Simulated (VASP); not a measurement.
## Ru: single point with PBEsol

The system is Ru.

```xyz
2
Lattice="2.6897 0.0000 0.0000 -1.3448 2.3293 0.0000 0.0000 0.0000 4.2524" Properties=species:S:1:pos:R:3 pbc="T T T"
Ru   -0.0933    1.5529    1.0631
Ru    1.4381    0.7764    3.1893
```

This cell differs from its parent crystal: atoms displaced along a vibrational mode.

```json
{"Program": "VASP 6.6.1", "Task": "single point", "Functional": "PBEsol", "Potentials or basis": "VASP PAW PBE potentials, release 64 (Ru_pv)", "Cutoff": "520 eV", "k mesh": "18 × 18 × 10", "Occupations": "gaussian, width 0.15 eV", "Spin": "no spin polarisation"}
```

```json
{"Pressure": "1.7 GPa", "Largest force": "1.372 eV/Å", "Band gap on the k mesh": "zero (bands 14 and 15 overlap by 3.15 eV)"}
```

Forces in eV/Å, atoms in the order of the input:
```
Ru   1.370 -0.073  0.000
Ru  -1.370  0.073  0.000
```

Stress tensor (GPa, compression positive):
```
0.41 3.50 0.00
3.50 0.90 0.00
0.00 0.00 3.85
```

Levels at points of the mesh, in eV from the Fermi level:
| k point | band 10 | band 11 | band 12 | band 13 | band 14 | band 15 | band 16 | band 17 | band 18 | band 19 |
| --- | --- | --- | --- | --- | --- | --- | --- | --- | --- | --- |
| (0.00, 0.00, 0.00) | -2.80 | -2.53 | -2.06 | -1.97 | -1.67 | -0.81 | 0.51 | 1.24 | 1.79 | 10.21 |
| (0.50, 0.00, 0.00) | -2.98 | -2.85 | -2.31 | -1.68 | 1.34 | 1.78 | 2.02 | 4.65 | 5.68 | 12.00 |
| (0.00, 0.50, 0.00) | -3.00 | -2.16 | -1.89 | -1.79 | 1.48 | 1.65 | 1.87 | 4.13 | 6.19 | 11.15 |
| (0.50, 0.50, 0.00) | -3.29 | -1.56 | -1.45 | -1.43 | 1.63 | 1.72 | 2.04 | 3.62 | 6.66 | 10.42 |
| (0.00, 0.00, 0.50) | -2.96 | -2.88 | -2.88 | -2.68 | -2.68 | 0.30 | 0.30 | 0.70 | 0.70 | 10.25 |
| (0.50, 0.00, 0.50) | -4.77 | -1.02 | -1.02 | 1.05 | 1.05 | 1.69 | 1.69 | 2.86 | 2.86 | 10.24 |
| (0.00, 0.50, 0.50) | -4.83 | -1.00 | -1.00 | 0.53 | 0.53 | 1.72 | 1.72 | 3.44 | 3.44 | 10.23 |
| (0.50, 0.50, 0.50) | -4.72 | -1.18 | -1.18 | -0.10 | -0.10 | 1.75 | 1.75 | 4.02 | 4.02 | 10.07 |

Wall time 3.1 min on 1 thread of Intel(R) Xeon(R) 6975P-C (Granite Rapids), with other jobs on the host, peak memory 0.49 GiB.

Caveat: the cell differs from its parent crystal (atoms displaced along a vibrational mode); the PAW data sets were made with another functional, which shifts forces and pressure a little.
